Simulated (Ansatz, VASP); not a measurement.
## One calculation of Te, two programs

```
CELL_PARAMETERS angstrom
4.29663 0.00000 0.00000
-2.14832 3.72099 0.00000
0.00000 0.00000 5.90411
ATOMIC_POSITIONS crystal
Te 0.28554 0.00000 0.33333
Te 0.00000 0.28554 0.66667
Te 0.71446 0.71446 0.00000
```

Alike in both runs: task single point; functional LDA; k mesh 9 × 9 × 6; no spin polarisation.

|  | VASP | Ansatz |
| --- | --- | --- |
| version | VASP 6.6.1 | Ansatz 0.2.0 |
| potentials or method | VASP PAW LDA potentials, release 64 (Te), cutoff 520 eV | plane waves (420 eV) with PAW, scalar-relativistic |
| occupations | methfessel-paxton of order 1, width 1 eV | cold, width 1 eV |
| valence electrons in the cell | 18 | 48 |

```csv
,VASP,Ansatz,Ansatz less VASP
pressure (GPa),-0.2,-0.4,-0.22
"traceless stress, the component that is largest in VASP (GPa)",-0.07,-0.36,-0.287
```

Ansatz warns that its potentials were made for another functional, while VASP's fit it. LDA's correlation is that of Perdew and Zunger in VASP and of Perdew and Wang (1992) in Ansatz. VASP's potentials hold 18 valence electrons a cell and Ansatz's 48, so a difference there can come from the potentials and not from the codes.

Spin-orbit coupling is off throughout.
